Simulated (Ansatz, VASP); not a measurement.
Cd4Te3: VASP beside Ansatz

File INCAR:

```
ALGO = Normal ; DIPOL = 0.5 0.5 0.500
EDIFF = 1E-7 ; ENCUT = 520
GGA = PS ; IDIPOL = 3
ISIF = 2 ; ISMEAR = 0
LASPH = True ; LCHARG = False
LDIPOL = True ; LREAL = False
LWAVE = False ; NBANDS = 42
NELM = 60 ; PREC = Accurate
SIGMA = 0.05
```

Contents of KPOINTS:

```
k-points
0
Gamma
  6 6 1
```

The input POSCAR:

```
Cd4Te3
1.0
    4.5886584767      0.0000000000      0.0000000000
    0.0000000000      4.5886584767      0.0000000000
    0.0000000000      0.0000000000     24.7340145762
Cd Te
4 3
Direct
    0.5000000000      0.5000000000      0.3032261494
    0.0000000000      0.0000000000      0.4344087165
    0.5000000000      0.5000000000      0.5655912835
    0.0000000000      0.0000000000      0.6967738506
    0.5000000000      0.0000000000      0.3688174330
    0.0000000000      0.5000000000      0.5000000000
    0.5000000000      0.0000000000      0.6311825670
```

Input for Ansatz:

```yaml
crystal:
  lattice:
    - [4.5886584767, 0.0, 0.0]
    - [0.0, 4.5886584767, 0.0]
    - [0.0, 0.0, 24.7340145762]
  atoms:
    - { symbol: Cd, position: [0.5, 0.5, 0.3032261494] }
    - { symbol: Te, position: [0.5, 0.0, 0.368817433] }
    - { symbol: Cd, position: [0.0, 0.0, 0.4344087165] }
    - { symbol: Te, position: [0.0, 0.5, 0.5] }
    - { symbol: Cd, position: [0.5, 0.5, 0.5655912835] }
    - { symbol: Te, position: [0.5, 0.0, 0.631182567] }
    - { symbol: Cd, position: [0.0, 0.0, 0.6967738506] }
basis:
  ecutwfc: 420
kpoints:
  mp_grid: { grid: [6, 6, 1] }
hamiltonian:
  xc: pbesol
scf:
  occupations: { method: gaussian, width: 0.05 }
output:
  forces: true
  stress: true
  eigenvalues: true
  write_density: true
  write_potential: true
  elf: true
  volumetric_format: npy
efield:
  axis: 3
  dipole_correction: true
  ramp_width: 0.04
```

Alike in both runs: task single point; functional PBEsol; k mesh 6 × 6 × 1; occupations gaussian, width 0.05 eV; no spin polarisation.

```csv
,VASP,Ansatz
version,VASP 6.6.1,Ansatz 0.2.0
potentials or method,"VASP PAW PBE potentials, release 64 (Cd, Te), cutoff 520 eV","scalar-relativistic, plane waves, PAW"
valence electrons in the cell,66,128
```

```tsv
	VASP	Ansatz	Ansatz less VASP
gap on the k mesh at the Fermi level (eV)	none	none	-
rms of the force components (eV/Å)	0.074	0.068	-0.0064
```

VASP's potentials were made for PBE, not for PBEsol. A gap of «none» marks a metal or a gap that the smearing closes. With one functional, cell and mesh, what is left measures potentials, basis and numerics. VASP's potentials hold 66 valence electrons a cell and Ansatz's 128, so a difference there can come from the potentials and not from the codes. Ansatz's warnings: xc potential rough in thin density.

Spin-orbit coupling is off throughout.
